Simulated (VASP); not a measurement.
# GaC30 (a cell with a defect) (Ga_C-V_C) in VASP: further runs, part 2 of 3

VASP 6.6.1.

## 4. Single point, PBE, collinear spin

Input file INCAR:

```
PREC = Accurate
ENCUT = 520
EDIFF = 1E-6
ISMEAR = 0
SIGMA = 0.01
LREAL = Auto
LASPH = T
NELM = 200
ALGO = Normal
ISIF = 2
LWAVE = F
LCHARG = T
ISPIN = 2
MAGMOM = 0 0 0.01 0.01 0.01 0.01 0.01 0.07 0.01 0.01 0.07 0.01 0 0.01 0.07 0 0.01 0.07 0.01 0.01 0.07 0.07 0.01 0.01 0.01 0.01 0 0 0.01 0.01 0.02
LORBIT = 11
NUPDOWN = 1.0
GGA = PE
LELF = T
LVHAR = T
NBANDS = 92
GGA_COMPAT = F
```

Input file KPOINTS:

```
Automatic mesh
0
Gamma
  1 1 1
  0.25 0.25 0.25
```

Input file POSCAR:

```
GaC30
1.0
   -3.5716218700      3.5716218700      3.5716218700
    3.5716218700     -3.5716218700      3.5716218700
    3.5716218700      3.5716218700     -3.5716218700
C Ga
30 1
Direct
    0.0054210556      0.0063716494      0.0054210556
    0.0054210556      0.2554210556      0.7563716494
    0.0031670679      0.5033431979      0.5048714585
    0.0031670679      0.7548714585      0.2533431979
    0.2557848850      0.0049771415      0.7549771415
    0.2533431979      0.2531670679      0.5048714585
    0.2533431979      0.7548714585      0.0031670679
    0.5004119880      0.0209219970      0.5004119880
    0.5048714585      0.2531670679      0.2533431979
    0.5048714585      0.5033431979      0.0031670679
    0.5004119880      0.7504119880      0.7709219970
    0.7549771415      0.0049771415      0.2557848850
    0.7563716494      0.2554210556      0.0054210556
    0.7549771415      0.5057848850      0.7549771415
    0.7709219970      0.7504119880      0.5004119880
    0.0016889909      0.0026352019      0.7526352019
    0.0030698570      0.2530698570      0.5022604180
   -0.0128496986      0.5076738254      0.2576738254
    0.0030698570      0.7522604180      0.0030698570
    0.2531991347      0.0048935727      0.5047286541
    0.2576738254      0.2371503014      0.2576738254
    0.2576738254      0.5076738254     -0.0128496986
    0.2531991347      0.7547286541      0.7548935727
    0.5047286541      0.0048935727      0.2531991347
    0.5022604180      0.2530698570      0.0030698570
    0.5047286541      0.5031991347      0.7548935727
    0.7526352019      0.0026352019      0.0016889909
    0.7526352019      0.2516889909      0.7526352019
    0.7548935727      0.5031991347      0.5047286541
    0.7548935727      0.7547286541      0.2531991347
    0.3790374483      0.6290374483      0.3790374483
```

Potentials or basis: VASP PAW PBE potentials, release 64 (C, Ga_d).

Started as:

```sh
$ cat potpaw_PBE.64/C/POTCAR potpaw_PBE.64/Ga_d/POTCAR > POTCAR
$ mpirun -np 1 vasp_std > vasp.out
```

OUTCAR:

```text
PREC = Accurate
   ENCUT = 520
   EDIFF = 1E-6
   ISMEAR = 0
   LREAL = Auto
   LASPH = T
   NELM = 200
   ISIF = 2
   ISPIN = 2
   LORBIT = 11
   NUPDOWN = 1.0
   GGA = PE

 ion  position               nearest neighbor table
   1  0.005  0.006  0.005-  21 1.52  16 1.55  27 1.55  19 1.56
   2  0.005  0.255  0.756-  22 1.52  16 1.55  28 1.55  17 1.56
   3  0.003  0.503  0.505-  18 1.51  29 1.54  17 1.54  23 1.55
   4  0.003  0.755  0.253-  18 1.51  30 1.54  19 1.54  20 1.55
   5  0.256  0.005  0.755-  25 1.53  23 1.54  20 1.54  16 1.56
   6  0.253  0.253  0.505-  21 1.51  20 1.54  17 1.54  26 1.55
[... 22 lines left out ...]
  29  0.755  0.503  0.505-  15 1.51   3 1.54  14 1.54   9 1.55
  30  0.755  0.755  0.253-  15 1.51   4 1.54  12 1.54  10 1.55
  31  0.379  0.629  0.379-   8 2.05  11 2.05  15 2.05  18 2.05  21 2.05  22 2.05

  LATTYP: Found a body centered cubic cell.
 ALAT       =     7.1432437400

  Lattice vectors:

 A1 = (  -3.5716218700,   3.5716218700,   3.5716218700)
 A2 = (   3.5716218700,  -3.5716218700,   3.5716218700)
 A3 = (   3.5716218700,   3.5716218700,  -3.5716218700)

[... 409 lines left out ...]
  external PRESSURE =     124.1946362 kB  Pullay stress =       0.0000000 kB

 VOLUME and BASIS-vectors are now :
 -----------------------------------------------------------------------------
  energy-cutoff  :      520.00
  volume of cell :      182.25
      direct lattice vectors                 reciprocal lattice vectors
    -3.571621870  3.571621870  3.571621870     0.000000000  0.139992423  0.139992423
     3.571621870 -3.571621870  3.571621870     0.139992423  0.000000000  0.139992423
     3.571621870  3.571621870 -3.571621870     0.139992423  0.139992423  0.000000000

 POSITION                                       TOTAL-FORCE (eV/Angst)
 -----------------------------------------------------------------------------------
      0.02276      0.01597      0.02276         0.001000     -0.018956      0.001000
      3.59438      1.80857     -1.76984         0.001000      0.001000     -0.018956
      3.58965      0.01677      0.00585         0.006658      0.013428     -0.003507
      3.58965     -1.77996      1.80258         0.006658     -0.003507      0.013428
      1.80070      3.59228     -1.76515         0.001887      0.000742      0.000742
      1.80258      1.80384      0.00585         0.013428      0.006658     -0.003507
[... 23 lines left out ...]
      0.90374      0.90492      4.48747        -0.003877     -0.006639      0.002696
      2.24668      0.46087      2.24668        -0.005420     -0.005420     -0.005420
 -----------------------------------------------------------------------------------
    total drift:                                0.139093      0.139093      0.139093

  FREE ENERGIE OF THE ION-ELECTRON SYSTEM (eV)
  ---------------------------------------------------
  free  energy   TOTEN  =      -267.1622653396 eV

  energy  without entropy=     -267.1566234438  energy(sigma->0) =     -267.15944439

 total charge

# of ion       s       p       d       tot
------------------------------------------
    1        0.822   1.739   0.000   2.562
    2        0.822   1.739   0.000   2.562
    3        0.833   1.759   0.000   2.592
    4        0.833   1.759   0.000   2.592
    5        0.828   1.747   0.000   2.575
    6        0.833   1.759   0.000   2.592
[... 23 lines left out ...]
   30        0.833   1.759   0.000   2.592
   31        0.874   1.135  10.138  12.147
--------------------------------------------------
tot         25.783  53.649  10.138  89.570

 magnetization (x)

# of ion       s       p       d       tot
------------------------------------------
    1       -0.000   0.001   0.000   0.000
    2       -0.000   0.001   0.000   0.000
    3       -0.000   0.009   0.000   0.008
    4       -0.000   0.009   0.000   0.008
    5        0.001   0.012   0.000   0.013
    6       -0.000   0.009   0.000   0.008
[... 23 lines left out ...]
   30       -0.000   0.009   0.000   0.008
   31       -0.010  -0.005   0.067   0.053
--------------------------------------------------
tot          0.040   0.610   0.067   0.718
```

stdout:

```text
POSCAR found type information on POSCAR C Ga
 POSCAR found :  2 types and      31 ions
 scaLAPACK will be used
 LDA part: xc-table for (Slater+PW92), standard interpolation
 POSCAR, INCAR and KPOINTS ok, starting setup
 FFT: planning ... GRIDC
 FFT: planning ... GRID_SOFT
 FFT: planning ... GRID
 WAVECAR not read
 entering main loop
```

Wall time 2.3 min (1 thread of Intel Xeon Platinum 8488C (Sapphire Rapids), shared host); peak memory 0.39 GiB.

Results:

```
Free energy                                           : -267.1623 eV
Pressure                                              : 12.4 GPa
Largest force                                         : 0.021 eV/Å
Net moment                                            : 1.00 μB per cell
Site moments                                          : C +0.00, +0.01, +0.08; Ga +0.05 μB
Valence electrons inside the program's atomic spheres : C 2.56, 2.59, 2.58; Ga 12.15
```

Forces in eV/Å, atoms in the order of the input:
```
C    0.001 -0.019  0.001
C    0.001  0.001 -0.019
C    0.007  0.013 -0.004
C    0.007 -0.004  0.013
C    0.002  0.001  0.001
C    0.013  0.007 -0.004
C    0.013 -0.004  0.007
C   -0.013  0.007 -0.013
C   -0.004  0.007  0.013
C   -0.004  0.013  0.007
C   -0.013 -0.013  0.007
C    0.001  0.001  0.002
C   -0.019  0.001  0.001
C    0.001  0.002  0.001
C    0.007 -0.013 -0.013
C    0.021  0.000  0.000
C    0.002  0.002  0.003
C   -0.016  0.005  0.005
C    0.002  0.003  0.002
C    0.003 -0.004 -0.007
C    0.005 -0.016  0.005
C    0.005  0.005 -0.016
C    0.003 -0.007 -0.004
C   -0.007 -0.004  0.003
C    0.003  0.002  0.002
C   -0.007  0.003 -0.004
C    0.000  0.000  0.021
C    0.000  0.021  0.000
C   -0.004  0.003 -0.007
C   -0.004 -0.007  0.003
Ga  -0.005 -0.005 -0.005
```

Caveat: the k points lie up to 1.24 Å⁻¹ apart; the total moment is fixed, so each spin has its own Fermi level.

## 5. Single point, PBE, collinear spin, ferromagnetic start

Input file INCAR:

```
PREC = Accurate
ENCUT = 520
EDIFF = 1E-6
ISMEAR = 0
SIGMA = 0.01
LREAL = Auto
LASPH = T
NELM = 200
ALGO = Normal
ISIF = 2
LWAVE = F
LCHARG = T
ISPIN = 2
MAGMOM = 0.01 0.01 0.01 0.01 0.01 0.01 0.01 0.05 0.01 0.01 0.05 0.01 0.01 0.01 0.05 0.01 0.01 0.05 0.01 0.01 0.05 0.05 0.01 0.01 0.01 0.01 0.01 0.01 0.01 0.01 0.03
LORBIT = 11
NUPDOWN = 1.0
GGA = PE
LELF = T
LVHAR = T
NELECT = 131.0
NBANDS = 92
GGA_COMPAT = F
```

KPOINTS is that of step 4.

Input file POSCAR:

```
GaC30
1.0
   -3.5716218700      3.5716218700      3.5716218700
    3.5716218700     -3.5716218700      3.5716218700
    3.5716218700      3.5716218700     -3.5716218700
C Ga
30 1
Direct
    0.0046900562      0.0062683763      0.0046900562
    0.0046900562      0.2546900562      0.7562683763
    0.0055070340      0.5034232828      0.5043101651
    0.0055070340      0.7543101651      0.2534232828
    0.2567062074      0.0052791571      0.7552791571
    0.2534232828      0.2555070340      0.5043101651
    0.2534232828      0.7543101651      0.0055070340
    0.5039574840      0.0274397433      0.5039574840
    0.5043101651      0.2555070340      0.2534232828
    0.5043101651      0.5034232828      0.0055070340
    0.5039574840      0.7539574840      0.7774397433
    0.7552791571      0.0052791571      0.2567062074
    0.7562683763      0.2546900562      0.0046900562
    0.7552791571      0.5067062074      0.7552791571
    0.7774397433      0.7539574840      0.5039574840
    0.0018002638      0.0033742928      0.7533742928
    0.0027846359      0.2527846359      0.5013648084
   -0.0193700501      0.5041062985      0.2541062985
    0.0027846359      0.7513648084      0.0027846359
    0.2537511596      0.0025539420      0.5046388650
    0.2541062985      0.2306299499      0.2541062985
    0.2541062985      0.5041062985     -0.0193700501
    0.2537511596      0.7546388650      0.7525539420
    0.5046388650      0.0025539420      0.2537511596
    0.5013648084      0.2527846359      0.0027846359
    0.5046388650      0.5037511596      0.7525539420
    0.7533742928      0.0033742928      0.0018002638
    0.7533742928      0.2518002638      0.7533742928
    0.7525539420      0.5037511596      0.5046388650
    0.7525539420      0.7546388650      0.2537511596
    0.3790379053      0.6290379053      0.3790379053
```

Started as:

```sh
$ cat potpaw_PBE.64/C/POTCAR potpaw_PBE.64/Ga_d/POTCAR > POTCAR
$ mpirun -np 1 vasp_std > vasp.out
```

Wall time 2.3 min (1 thread of Intel Xeon Platinum 8488C (Sapphire Rapids), shared host); peak memory 0.39 GiB.

The run converged. Its results:

| Quantity | Value |
| --- | --- |
| Free energy | -287.3063 eV |
| Largest force | 0.019 eV/Å |
| Net moment | 1.00 μB per cell |
| Site moments | C +0.01, +0.06; Ga +0.08 μB |
| Valence electrons inside the program's atomic spheres | C 2.55, 2.54; Ga 11.95 |

Forces in eV/Å, atoms in the order of the input:
```
C    0.003 -0.002  0.003
C    0.003  0.003 -0.002
C    0.007  0.007  0.000
C    0.007  0.000  0.007
C   -0.008 -0.002 -0.002
C    0.007  0.007  0.000
C    0.007  0.000  0.007
C   -0.008  0.015 -0.008
C    0.000  0.007  0.007
C    0.000  0.007  0.007
C   -0.008 -0.008  0.015
C   -0.002 -0.002 -0.008
C   -0.002  0.003  0.003
C   -0.002 -0.008 -0.002
C    0.015 -0.008 -0.008
C    0.004 -0.002 -0.002
C    0.001  0.001  0.006
C   -0.009  0.005  0.005
C    0.001  0.006  0.001
C    0.004 -0.006 -0.008
C    0.005 -0.009  0.005
C    0.005  0.005 -0.009
C    0.004 -0.008 -0.006
C   -0.008 -0.006  0.004
C    0.006  0.001  0.001
C   -0.008  0.004 -0.006
C   -0.002 -0.002  0.004
C   -0.002  0.004 -0.002
C   -0.006  0.004 -0.008
C   -0.006 -0.008  0.004
Ga  -0.005 -0.005 -0.005
```

Caveat: the k points lie up to 1.24 Å⁻¹ apart; the cell carries a net charge on a neutralising background, which shifts energy and pressure; the cell is charged against a uniform background, so pressure and absolute levels hang on convention; the total moment is fixed, so each spin has its own Fermi level.

[end of part 2 of 3]
